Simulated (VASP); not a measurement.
# AlIn3Sb2N2 (P1) in VASP: notebook, part 2 of 2

VASP 6.6.1. Earlier steps stand in the parts before.

### 3 Single point, PBE

Contents of INCAR:

```
SYSTEM = AlIn3Sb2N2
ALGO = Normal ; EDIFF = 1E-6
ENCUT = 520 ; GGA = PE
ISIF = 2 ; ISMEAR = 0
LASPH = .True. ; LCHARG = .True.
LELF = .True. ; LREAL = .False.
LVHAR = .True. ; LWAVE = .False.
NBANDS = 41 ; NELM = 80
PREC = Accurate ; SIGMA = 0.2
```

Contents of KPOINTS:

```
k-points
0
Gamma
  8 8 2
  0 0 0
```

Contents of POSCAR:

```
AlIn3Sb2N2
1.0
    3.2847243002     -0.0409634435      0.0051675655
    1.6739164418      2.8239158207      0.0157190071
   -0.0556753876     -0.1035963766     18.0973909372
Al In Sb N
1 3 2 2
Direct
    0.6253304879      0.6249910620      0.9759475038
    0.2922281066      0.2924495878      0.1299357809
    0.2931687708      0.2920996073      0.4783963707
    0.2915205277      0.2906292916      0.8212189124
    0.2904583378      0.2928400879      0.3075615439
    0.2899884108      0.2909262535      0.6605081978
    0.2918292697      0.2918465117      0.0048945006
    0.6254760887      0.6242175981      0.8715371898
```

Potentials or basis: VASP PAW PBE potentials, release 64 (Al, In_d, Sb, N).

Started as:

```sh
cat potpaw_PBE.64/Al/POTCAR potpaw_PBE.64/In_d/POTCAR potpaw_PBE.64/Sb/POTCAR potpaw_PBE.64/N/POTCAR > POTCAR
mpirun -np 1 vasp_std > vasp.out
```

OUTCAR:

```text
SYSTEM = AlIn3Sb2N2
   EDIFF = 1E-6
   ENCUT = 520
   GGA = PE
   ISIF = 2
   ISMEAR = 0
   LASPH = .True.
   LREAL = .False.
   NELM = 80
   PREC = Accurate

 ion  position               nearest neighbor table
   1  0.625  0.625  0.976-   8 1.89   7 1.97   7 1.97   7 1.97   2 3.37   2 3.37   2 3.37   4 3.38
                             4 3.38   4 3.38
   2  0.292  0.292  0.130-   7 2.26   5 3.21   1 3.37   1 3.37   1 3.37
   3  0.293  0.292  0.478-   5 3.09   6 3.30
   4  0.292  0.291  0.821-   8 2.10   8 2.10   8 2.10   6 2.91   1 3.38   1 3.38   1 3.38
   5  0.290  0.293  0.308-   3 3.09   2 3.21
   6  0.290  0.291  0.661-   4 2.91   3 3.30
   7  0.292  0.292  0.005-   1 1.97   1 1.97   1 1.97   2 2.26
   8  0.625  0.624  0.872-   1 1.89   4 2.10   4 2.10   4 2.10

  LATTYP: Found a triclinic cell.
 ALAT       =     3.2827951358
 B/A-ratio  =     1.0011871580
 C/A-ratio  =     5.5129157739
 COS(alpha) =     0.0002715989
 COS(beta)  =     0.0017045648
 COS(gamma) =     0.4999274461

  Lattice vectors:

 A1 = (  -1.6739164418,  -2.8239158207,  -0.0157190071)
 A2 = (   1.6108078584,  -2.8648792642,  -0.0105514416)
 A3 = (  -0.0556753876,  -0.1035963766,  18.0973909372)

Analysis of symmetry for initial positions (statically):
=====================================================================
 Subroutine PRICEL returns:
 Original cell was already a primitive cell.

 Routine SETGRP: Setting up the symmetry group for a
 triclinic supercell.

 Subroutine GETGRP returns: Found  1 space group operations
 (whereof  1 operations were pure point group operations)
 out of a pool of  2 trial point group operations.

The static configuration has the point symmetry C_1 .

Analysis of symmetry for dynamics (positions and initial velocities):
=====================================================================
 Subroutine PRICEL returns:
 Original cell was already a primitive cell.

 Routine SETGRP: Setting up the symmetry group for a
 triclinic supercell.

 Subroutine GETGRP returns: Found  1 space group operations
 (whereof  1 operations were pure point group operations)
 out of a pool of  2 trial point group operations.

The dynamic configuration has the point symmetry C_1 .

 Subroutine INISYM returns: Found  1 space group operations
 (whereof  1 operations are pure point group operations),
 and found     1 'primitive' translations

----------------------------------------------------------------------------------------

                                     Primitive cell

  volume of cell :     169.1137

  direct lattice vectors                    reciprocal lattice vectors
     3.284724300 -0.040963444  0.005167565     0.302205716 -0.179136222 -0.000095729
     1.673916442  2.823915821  0.015719007     0.004380461  0.351510348  0.002025656
    -0.055675388 -0.103596377 18.097390937    -0.000090097 -0.000254163  0.055254852

  length of vectors
     3.284983780  3.282795136 18.097773087     0.351309109  0.351543477  0.055255510

  position of ions in fractional coordinates (direct lattice)
     0.625330488  0.624991062  0.975947504
     0.292228107  0.292449588  0.129935781
     0.293168771  0.292099607  0.478396371
     0.291520528  0.290629292  0.821218912
     0.290458338  0.292840088  0.307561544
[... 48 lines left out ...]
 -0.000000  0.125000  0.000000      2.000000
[... 16 lines left out ...]
  0.125000  0.375000  0.000000      2.000000
  0.250000  0.375000 -0.000000      2.000000
 [... further k-points ...]
   k-points           NKPTS =     68   k-points in BZ     NKDIM =     68   number of bands    NBANDS=     41
   number of dos      NEDOS =    301   number of ions     NIONS =      8
   total plane-waves  NPLWV =  80640
   dimension x,y,z NGX =    24 NGY =   24 NGZ =  140
   dimension x,y,z NGXF=    48 NGYF=   48 NGZF=  280
   ions per type =               1   3   2   2
   NGX,Y,Z   is equivalent  to a cutoff of  12.15, 12.15, 12.86 a.u.
   NGXF,Y,Z  is equivalent  to a cutoff of  24.29, 24.31, 25.72 a.u.
 SYSTEM =  AlIn3Sb2N2
   PREC   = accura    normal or accurate (medium, high low for compatibility)
   ISTART =      0    job   : 0-new  1-cont  2-samecut
   ICHARG =      2    charge: 1-file 2-atom 10-const
   ISPIN  =      1    spin polarized calculation?
   LNONCOLLINEAR =      F non collinear calculations
   LSORBIT =      F    spin-orbit coupling
   LASPH  =      T    aspherical Exc in radial PAW
   ENCUT  =  520.0 eV  38.22 Ry    6.18 a.u.   6.11  6.10 33.65*2*pi/ulx,y,z
   NELM   =     80;   NELMIN=  2; NELMDL= -5     # of ELM steps
   EDIFF  = 0.1E-05   stopping-criterion for ELM
   LREAL  =      F    real-space projection
   EDIFFG = 0.1E-04   stopping-criterion for IOM
   NSW    =      0    number of steps for IOM
   IBRION =     -1    ionic relax: 0-MD 1-quasi-New 2-CG
   NFREE  =      0    steps in history (QN), initial steepest desc. (CG)
   ISIF   =      2    stress and relaxation
   ISYM   =      2    0-nonsym 1-usesym 2-fastsym
   POTIM  = 0.5000    time-step for ionic-motion
   TEBEG  =    0.0;   TEEND  =   0.0 temperature during run
   PSTRESS=    0.0 pullay stress
   NELECT =      62.0000    total number of electrons
   NUPDOWN=      -1.0000    fix difference up-down
   EMIN   =  10.00;   EMAX   =-10.00  energy-range for DOS
   EFERMI =   0.00;   METHOD = LEGACY
   ISMEAR =     0;   SIGMA  =   0.20  broadening in eV -4-tet -1-fermi 0-gaus
   EFERMI_NEDOS =   21; number of points for ismear=-14 and -15
   IALGO  =     38    algorithm
   IMIX   =      4    mixing-type and parameters
     AMIX     =   0.40;   BMIX     =  1.00
     AMIX_MAG =   1.60;   BMIX_MAG =  1.00
  volume/ion in A,a.u.               =      21.14       142.65
  Fermi-wavevector in a.u.,A,eV,Ry     =   1.171689  2.214172 18.678835  1.372856
  Thomas-Fermi vector in A             =   2.308129
   LORBIT       =      0    0 simple, 1 ext, 2 COOP (PROOUT), +10 PAW based schemes
   GGA     = PE    functional components
   LHFCALC =     F    Hartree Fock is set to
   AEXX    =    0.0000 exact exchange contribution
   IVDW    =     0    specifies the selected vdW correction
   LEPSILON=     F    determine dielectric tensor
   LRPA    =     F    only Hartree local field effects (RPA)
 non-spin polarized calculation
 Gauss-broadening in eV      SIGMA  =   0.20
  energy-cutoff  :      520.00
  volume of cell :      169.11
 maximum number of plane-waves:      4593
   NGX = 13   NGY = 13   NGZ = 67

 number of electron      62.0000015 magnetization

 Free energy of the ion-electron system (eV)
  ---------------------------------------------------
  ext. energy  EPLUGINS =         0.00000000
  ---------------------------------------------------
  free energy    TOTEN  =       -37.93334197 eV

  energy without entropy =      -37.87270926  energy(sigma->0) =      -37.90302561

 E-fermi :   6.7884     XC(G=0): -10.0645

 val. band max:        6.7847915724   @ k =  -0.2500   0.3750   0.0000
 cond. band min:       6.7885797422   @ k =  -0.3750   0.3750   0.0000
 fundamental gap:      0.0037881698
 Fermi energy:         6.7883846206

 k-point     1 :       0.0000    0.0000    0.0000
  band No.  band energies     occupation
      1      -8.7068      2.00000
      2      -8.0886      2.00000
      3      -7.7468      2.00000
      4      -7.6381      2.00000
      5      -7.6356      2.00000
      6      -7.4933      2.00000
[... 1045 lines left out ...]
     40      12.2165      0.00000
     41      12.7280      0.00000

 [... further k-points ...]

------------------------ aborting loop because EDIFF is reached ----------------------------------------

  FORCE on cell =-STRESS in cart. coord.  units (eV):
  Direction    XX          YY          ZZ          XY          YZ          ZX
  --------------------------------------------------------------------------------------
  -------------------------------------------------------------------------------------
  Total       -0.0122849     -0.0148791      0.0127372      0.0380549      0.0235901      0.0316742
  in kB       -0.1163864     -0.1409638      0.1206714      0.3605304      0.2234921      0.3000804
  external PRESSURE =      -0.0455596 kB  Pullay stress =       0.0000000 kB

 VOLUME and BASIS-vectors are now :
 -----------------------------------------------------------------------------
  energy-cutoff  :      520.00
  volume of cell :      169.11
      direct lattice vectors                 reciprocal lattice vectors
     3.284724300 -0.040963444  0.005167565     0.302205716 -0.179136222 -0.000095729
     1.673916442  2.823915821  0.015719007     0.004380461  0.351510348  0.002025656
    -0.055675388 -0.103596377 18.097390937    -0.000090097 -0.000254163  0.055254852

 POSITION                                       TOTAL-FORCE (eV/Angst)
 -----------------------------------------------------------------------------------
      3.04588      1.63820     17.67516        -0.001577     -0.000763     -0.012685
      1.44219      0.80042      2.35761        -0.000233      0.000335      0.011195
      1.42529      0.76330      8.66383        -0.000874     -0.000220      0.002869
      1.39833      0.72370     14.86799        -0.002329     -0.001598     -0.006063
      1.42714      0.78320      5.57217         0.000903     -0.000434     -0.001532
      1.40274      0.74125     11.95955         0.001034     -0.000512     -0.007379
      1.44683      0.81169      0.09467         0.001921      0.000000     -0.008739
      3.05088      1.64683     15.78559         0.001155      0.003191      0.022333
 -----------------------------------------------------------------------------------
    total drift:                               -0.000315     -0.000161     -0.000134

  FREE ENERGIE OF THE ION-ELECTRON SYSTEM (eV)
  ---------------------------------------------------
  free  energy   TOTEN  =       -37.9333419654 eV

  energy  without entropy=      -37.8727092628  energy(sigma->0) =      -37.90302561
```

It took 6.7 min on 1 thread of Intel Xeon 6975P-C (Granite Rapids), shared host; peak memory 0.56 GiB.

What came out:

```yaml
Free_energy: -37.9333 eV
Pressure: 0.0 GPa
Largest_force: 0.023 eV/Å
Band_gap_on_the_k_mesh: zero (bands 31 and 32 overlap by 3.91 eV)
```

Forces in eV/Å, atoms in the order of the input:
```
Al  -0.002 -0.001 -0.013
In   0.000  0.000  0.011
In  -0.001  0.000  0.003
In  -0.002 -0.002 -0.006
Sb   0.001  0.000 -0.002
Sb   0.001 -0.001 -0.007
N    0.002  0.000 -0.009
N    0.001  0.003  0.022
```

Caveat: spin-orbit coupling is left out, which moves the levels of the heavy elements.
